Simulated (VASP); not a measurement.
Write the native input for VASP 6.6.1 that does the following.

| Item | Value |
| --- | --- |
| Task | single point |
| Functional | PBE |
| Potentials or basis | VASP PAW PBE potentials, release 64 (Ta_pv, N) |
| Cutoff | 520 eV |
| k mesh | 6 × 6 × 9 |
| Occupations | fermi-dirac, width 0.01 eV |
| Spin | no spin polarisation |
| Dipole correction | no |
| Further INCAR settings | ALGO = Normal; EDIFF = 1e-06; NBANDS = 33 |

The structure of TaN lies in POSCAR:

```
TaN
1.0
    5.1257760305      0.0000000000      0.0000000000
   -2.5628880152      4.4390522565      0.0000000000
    0.0000000000      0.0000000000      2.8716573394
Ta N
3 3
Direct
    0.3333333333      0.6666666667      0.5000000000
    0.6666666667      0.3333333333      0.5000000000
    0.0000000000      0.0000000000      0.0000000000
    0.3928500000      0.0000000000      0.0000000000
    0.6071500000      0.6071500000      0.0000000000
    0.0000000000      0.3928500000      0.0000000000
```

The input as run:

INCAR

```
  ALGO = Normal
  EDIFF = 1E-6
  ENCUT = 520
  GGA = PE
  ISIF = 2
  ISMEAR = -1
  LASPH = True
  LCHARG = False
  LREAL = False
  LWAVE = False
  NBANDS = 33
  NELM = 60
  PREC = Accurate
  SIGMA = 0.01
```

KPOINTS

```
k-points
0
Gamma
  6 6 9
```

Potentials or basis: VASP PAW PBE potentials, release 64 (Ta_pv, N).

The run is started by

```console
$ cat potpaw_PBE.64/Ta_pv/POTCAR potpaw_PBE.64/N/POTCAR > POTCAR
$ mpirun -np 1 vasp_std > vasp.out
```

Results of the run:

The pressure is 20.7 GPa, the largest force is 0.245 eV/Å and the band gap on the k mesh is zero (bands 24 and 25 overlap by 3.19 eV).

Caveat: the cell stands under pressure; spin-orbit coupling is left out, which moves the levels of the heavy elements.

It took 90 s on 1 thread of Intel Xeon 8259CL, with other jobs on the host, peak memory 0.22 GiB.
